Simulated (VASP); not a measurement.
# Si2C (P4/mmm) in VASP: further runs, part 2 of 2

VASP 6.6.1.

**4. Single point, PBE**

This run uses another cell than the first one, of 16.90 Å³/atom.

INCAR

```
PREC = Accurate
ENCUT = 520
EDIFF = 1E-6
ISMEAR = 0
SIGMA = 0.1
LREAL = F
LASPH = T
NELM = 80
ALGO = Normal
ISIF = 2
LWAVE = F
LCHARG = F
GGA = PE
NBANDS = 13
```

KPOINTS

```
regular mesh
0
Gamma
  6 6 4
```

POSCAR

```
Si2C
1.0
    3.1481646600      0.0000000000      0.0000000000
    0.0000000000      3.1481646600      0.0000000000
    0.0000000000      0.0000000000      5.1170388000
Si C
2 1
Direct
    0.5000000000      0.0000000000      0.5000000000
    0.0000000000      0.5000000000      0.5000000000
    0.0000000000      0.0000000000      0.0000000000
```

Started as:

```console
cat potpaw_PBE.64/Si/POTCAR potpaw_PBE.64/C/POTCAR > POTCAR
mpirun -np 1 vasp_std > vasp.out
```

Run time: 5.6 s. Hardware: 1 thread of Intel Xeon 6975P-C (Granite Rapids), shared host; peak memory 0.15 GiB.

Results (log left out):

```
Free energy            : -12.1727 eV
Pressure               : 8.8 GPa
Band gap on the k mesh : zero (bands 6 and 7 overlap by 3.46 eV)
```

Stress tensor (GPa, compression positive):
```
 25.26   0.00   0.00
  0.00  25.26   0.00
  0.00   0.00 -24.26
```

Levels at points of the mesh, in eV from the Fermi level:
```tsv
k point	band 4	band 5	band 6	band 7	band 8	band 9
(0.00, 0.00, 0.00)	-1.00	-1.00	1.77	1.77	2.40	2.81
(0.50, 0.00, 0.00)	-2.69	-1.44	-0.46	1.21	2.31	2.97
(0.50, 0.50, 0.00)	-5.89	-5.27	-0.81	-0.37	-0.37	1.96
(0.00, 0.00, 0.50)	-0.78	-0.78	-0.65	1.29	1.29	2.71
(0.50, 0.00, 0.50)	-3.07	0.47	1.08	1.68	2.29	2.33
(0.50, 0.50, 0.50)	-5.69	-5.69	-1.69	-1.69	1.13	3.60
```

Caveat: the cell stands under pressure.

**5. Relaxation of cell and atoms, PBE**

INCAR

```
SYSTEM = Si2C
  ALGO = Normal
  EDIFF = 1E-6
  EDIFFG = -0.04
  ENCUT = 600
  GGA = PE
  IBRION = 2
  ISIF = 3
  ISMEAR = 0
  LASPH = .True.
  LCHARG = .False.
  LREAL = .False.
  LWAVE = .False.
  NELM = 80
  NSW = 90
  PREC = Accurate
  SIGMA = 0.1
```

KPOINTS

```
k-points
0
Gamma
  6 6 6
  0 0 0
```

POSCAR

```
Si2C
1.0
    3.4251503715      0.0000000000      0.0000000000
    0.0000000000      3.4251503715      0.0000000000
    0.0000000000      0.0000000000      3.0453421708
Si C
2 1
Direct
    0.5000000000      0.0000000000      0.5000000000
    0.0000000000      0.5000000000      0.5000000000
    0.0000000000      0.0000000000      0.0000000000
```

Started as:

```console
cat potpaw_PBE.64/Si/POTCAR potpaw_PBE.64/C/POTCAR > POTCAR
mpirun -np 1 vasp_std > vasp.out
```

It took 24 s on 1 thread of Intel Xeon 6975P-C (Granite Rapids), shared host; peak memory 0.15 GiB.

Results (log left out):

* Free energy: -16.3594 eV
* Relaxed volume: 11.81 Å³/atom
* Relaxed cell: a = 3.489 Å, b = 3.489 Å, c = 2.910 Å, α = 90.00°, β = 90.00°, γ = 90.00°
* Space group after relaxing (to 0.1 Å): P4/mmm (No. 123)
* Energy gained by relaxing: 15.3 meV/atom
* Ionic steps: 8
* Pressure after relaxing: -0.2 GPa
* Band gap on the k mesh: zero (bands 6 and 7 overlap by 7.77 eV)

Stress tensor (GPa, compression positive):
```
-0.35  0.00  0.00
 0.00 -0.35  0.00
 0.00  0.00  0.22
```

The path:
| step | energy change (eV) | largest force (eV/Å) | pressure (GPa) | volume (Å³) |
| --- | --- | --- | --- | --- |
| 1 | 0.0000 | 0.0000 | 0.87 | 35.73 |
| 2 | -0.0372 | 0.0000 | -1.79 | 36.04 |
| 3 | -0.0377 | 0.0000 | -1.93 | 36.07 |
| 4 | -0.0389 | 0.0000 | -2.26 | 36.12 |
| 5 | -0.0376 | 0.0000 | -3.01 | 36.22 |
| 6 | -0.0393 | 0.0000 | -2.42 | 36.14 |
| 7 | -0.0452 | 0.0000 | 0.61 | 35.20 |
| 8 | -0.0459 | 0.0000 | -0.16 | 35.43 |

Final structure:
```
Si C
1.0
     3.48931    0.00000    0.00000
     0.00000    3.48931    0.00000
     0.00000    0.00000    2.90990
Si C
2 1
Direct
  0.50000 0.00000 0.50000
  0.00000 0.50000 0.50000
  0.00000 0.00000 0.00000
```

Levels at points of the mesh, in eV from the Fermi level:
```csv
k point,band 3,band 4,band 5,band 6,band 7,band 8,band 9,band 10
"(0.00, 0.00, 0.00)",-6.03,-4.99,-3.13,-2.86,2.65,3.61,3.61,6.70
"(0.50, 0.00, 0.00)",-4.94,-2.64,-2.11,-0.65,-0.55,2.68,4.02,5.69
"(0.50, 0.50, 0.00)",-10.34,-7.03,-1.46,2.85,3.57,3.57,5.20,5.20
"(0.00, 0.00, 0.50)",-2.81,-2.81,-1.78,-1.78,-1.25,0.44,0.51,1.40
"(0.50, 0.00, 0.50)",-8.34,-7.28,-2.32,0.44,1.36,1.40,1.41,4.66
"(0.50, 0.50, 0.50)",-6.47,-6.47,-6.03,-6.03,-4.92,0.49,7.75,7.75
```

**6. Relaxation of cell and atoms, PBE**

This run uses another cell than the first one, of 16.90 Å³/atom.

INCAR

```
SYSTEM = Si2C
PREC = Accurate
ENCUT = 600
EDIFF = 1E-7
ISMEAR = 0
SIGMA = 0.1
LREAL = .FALSE.
LASPH = .TRUE.
NELM = 60
ALGO = Normal
ISIF = 3
LWAVE = .FALSE.
LCHARG = .FALSE.
GGA = PE
IBRION = 2
NSW = 90
EDIFFG = -0.04
```

KPOINTS

```
Automatic mesh
0
G
  6 6 4
  0 0 0
```

POSCAR

```
Si2C
1.0
    3.1481646600      0.0000000000      0.0000000000
    0.0000000000      3.1481646600      0.0000000000
    0.0000000000      0.0000000000      5.1170388000
Si C
2 1
Direct
    0.5000000000      0.0000000000      0.5000000000
    0.0000000000      0.5000000000      0.5000000000
    0.0000000000      0.0000000000      0.0000000000
```

Potentials or basis: VASP PAW PBE potentials, release 64 (Si, C).

Started as:

```console
cat potpaw_PBE.64/Si/POTCAR potpaw_PBE.64/C/POTCAR > POTCAR
mpirun -np 1 vasp_std > vasp.out
```

Run time: 70 s. Hardware: 1 thread of Intel Xeon 6975P-C (Granite Rapids), shared host; peak memory 0.18 GiB.

Results (log left out):

* Free energy: -16.4013 eV
* Relaxed volume: 11.94 Å³/atom
* Relaxed cell: a = 3.427 Å, b = 3.427 Å, c = 3.048 Å, α = 90.00°, β = 90.00°, γ = 90.00°
* Space group after relaxing (to 0.1 Å): P4/mmm (No. 123)
* Energy gained by relaxing: 1409.5 meV/atom
* Ionic steps: 13
* Pressure after relaxing: -0.2 GPa
* Band gap on the k mesh: zero (bands 6 and 7 overlap by 7.00 eV)

Stress tensor (GPa, compression positive):
```
-0.29  0.00  0.00
 0.00 -0.29  0.00
 0.00  0.00 -0.15
```

Step by step:
```tsv
step	energy change (eV)	largest force (eV/Å)	pressure (GPa)	volume (Å³)
1	0.0000	0.0000	8.74	50.71
2	-1.4272	0.0000	-14.50	56.61
3	-1.6024	0.0000	-17.94	58.37
4	-3.2079	0.0000	-19.85	47.96
5	-3.3286	0.0000	-18.99	46.02
6	-3.3034	0.0000	-13.75	42.04
7	-3.3431	0.0000	-16.00	43.48
8	-3.3586	0.0000	-17.94	44.75
9	-4.2074	0.0000	2.04	34.99
10	-4.2077	0.0000	1.48	35.13
11	-4.2282	0.0000	0.55	35.62
12	-4.2283	0.0000	0.62	35.59
13	-4.2286	0.0000	-0.24	35.81
```

Final structure:
```
Si C
1.0
     3.42721    0.00000    0.00000
     0.00000    3.42721    0.00000
     0.00000    0.00000    3.04844
Si C
2 1
Direct
  0.50000 0.00000 0.50000
  0.00000 0.50000 0.50000
  0.00000 0.00000 0.00000
```

Levels at points of the mesh, in eV from the Fermi level:
```csv
k point,band 4,band 5,band 6,band 7,band 8,band 9
"(0.00, 0.00, 0.00)",-4.68,-3.31,-1.90,2.22,4.03,4.03
"(0.50, 0.00, 0.00)",-2.41,-2.00,-0.24,0.18,2.44,3.32
"(0.50, 0.50, 0.00)",-6.62,-1.62,2.04,3.48,3.48,4.64
"(0.00, 0.00, 0.50)",-2.13,-1.52,-1.52,-0.88,1.24,1.57
"(0.50, 0.00, 0.50)",-6.71,-1.61,0.83,1.66,1.96,2.43
"(0.50, 0.50, 0.50)",-5.87,-5.81,-5.81,-4.96,0.99,8.47
```

Caveat: the volume moved by over 15 % at a fixed basis, so the end points are rough.

**7. Summary**

```csv
task,cell,k mesh,cutoff (eV),gap on the mesh (eV),pressure (GPa),relaxed volume (Å³/atom)
single point,"a = 3.425, b = 3.425, c = 3.045 Å, 3 atoms",6 × 6 × 4,520,none,0.1,-
single point,"a = 3.488, b = 3.488, c = 2.913 Å, 3 atoms",6 × 6 × 6,520,none,-0.1,-
single point,"a = 3.148, b = 3.148, c = 5.117 Å, 3 atoms",6 × 6 × 4,520,none,8.8,-
relaxation of cell and atoms,"relaxed from a = 3.425, b = 3.425, c = 3.045 Å, 3 atoms",6 × 6 × 6,600,none,-0.2,11.81
relaxation of cell and atoms,"relaxed from a = 3.148, b = 3.148, c = 5.117 Å, 3 atoms",6 × 6 × 4,600,none,-0.2,11.94
```

Alike in all rows: level PBE; potentials or basis VASP PAW PBE potentials, release 64 (Si, C); no spin polarisation; smearing gaussian 0.1 eV.

Caveats: some runs use coarse meshes; the cell stands under pressure (at least some runs); the volume moved by over 15 % at a fixed basis, so the end points are rough (at least some runs).

Absolute energies hang on the potentials; compare differences alone.
